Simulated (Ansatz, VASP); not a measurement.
**Ag in VASP and in Ansatz**

```xyz
1
Lattice="0.0000 2.0431 2.0431 2.0635 0.0000 2.0431 2.0635 2.0431 0.0000" Properties=species:S:1:pos:R:3 pbc="T T T"
Ag    0.0000    0.0000    0.0000
```

Change from the starting cell: strain +0.0100 x Voigt [1, 0, 0, 0, 0, 0], atoms carried along.

Alike in both runs: task single point; functional PBEsol; k mesh 20 × 20 × 20; occupations gaussian, width 0.15 eV; no spin polarisation.

|  | VASP | Ansatz |
| --- | --- | --- |
| version | VASP 6.6.1 | Ansatz 0.2.0 |
| potentials or method | VASP PAW PBE potentials, release 64 (Ag), cutoff 520 eV | scalar-relativistic, plane waves, PAW |
| valence electrons in the cell | 11 | 19 |

VASP gave:

| Item | Value |
| --- | --- |
| gap on the k mesh at the Fermi level (eV) | none |
| pressure (GPa) | -3.8 |
| traceless stress, the component that is largest in VASP (GPa) | -0.26 |

Estimate Ansatz's values.

gap on the k mesh at the Fermi level (eV): none; pressure (GPa): -3.6; traceless stress, the component that is largest in VASP (GPa): -0.26.

VASP's potentials were made for PBE, not for PBEsol. A gap of «none» marks a metal or a gap that the smearing closes. VASP's potentials hold 11 valence electrons a cell and Ansatz's 19, so a difference there can come from the potentials and not from the codes.
